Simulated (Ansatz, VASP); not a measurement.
## Two plane-wave programs on WS2

```xyz
3
Lattice="3.1597 0.0000 0.0000 -1.5799 2.7364 0.0000 0.0000 0.0000 16.9395" Properties=species:S:1:pos:R:3 pbc="T T T"
W     0.0000    1.8243    0.0000
S     1.5799    0.9121   15.3635
S     1.5799    0.9121    1.5760
```

Alike in both runs: task relaxation of cell and atoms; functional PBE; k mesh 12 × 12 × 2; occupations gaussian, width 0.02 eV; no spin polarisation.

```csv
,VASP,Ansatz
version,VASP 6.6.1,Ansatz 0.2.0
potentials or method,"VASP PAW PBE potentials, release 64 (W_sv, S), cutoff 600 eV","scalar-relativistic, plane waves, PAW"
valence electrons in the cell,26,26
```

Ansatz gave:

* gap on the k mesh at the Fermi level, each at its own relaxed structure (eV): 1.81
* relaxed volume (Å³/atom): 49.68
* relaxed length of the cell vector where the two differ most in proportion (Å): 16.939

Problem. What did VASP give for the same quantities?

Solution. gap on the k mesh at the Fermi level, each at its own relaxed structure (eV): 1.81; relaxed volume (Å³/atom): 49.59; relaxed length of the cell vector where the two differ most in proportion (Å): 16.906.

Spin-orbit coupling is off throughout.
